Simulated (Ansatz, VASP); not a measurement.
# Gd2NF3: VASP beside Ansatz

```
CELL_PARAMETERS angstrom
3.91428 0.00000 0.00000
0.00000 3.91428 0.00000
0.00000 0.00000 5.85042
ATOMIC_POSITIONS crystal
Gd 0.00000 0.50000 0.79241
Gd 0.50000 0.00000 0.20759
N 0.00000 0.00000 0.00000
F 0.50000 0.50000 0.00000
F 0.00000 0.50000 0.40091
F 0.50000 0.00000 0.59909
```

Change from the starting cell: species swapped into the Zr2CuSb3 type (P-4m2, No. 115).

Alike in both runs: functional PBE; k mesh 3 × 3 × 2; occupations gaussian, width 0.15 eV; collinear spin.

Ansatz relaxed the structure, and its values are those at the end. VASP's run is a single point on that final structure, the one shown.

|  | VASP | Ansatz |
| --- | --- | --- |
| version | VASP 6.6.1 | Ansatz 0.2.0 |
| potentials or method | VASP PAW PBE potentials, release 64 (Gd, N, F), cutoff 600 eV | scalar-relativistic, plane waves, PAW |
| valence electrons in the cell | 62 | 62 |

Ansatz gave:

* gap on the k mesh at the Fermi level (eV): 1.73
* least direct gap on the mesh (eV): 1.85
* pressure (GPa): 0.1
* rms of the force components (eV/Å): 0.020
* net moment per atom (μB): 2.33

Q: Estimate VASP's values.

A: gap on the k mesh at the Fermi level (eV): 1.75; least direct gap on the mesh (eV): 1.88; pressure (GPa): 0.7; rms of the force components (eV/Å): 0.018; net moment per atom (μB): 2.33.

With one functional, cell and mesh, what is left measures potentials, basis and numerics.

The k mesh is coarse, so the values compare programs but aren't converged. Spin-orbit coupling is off throughout.
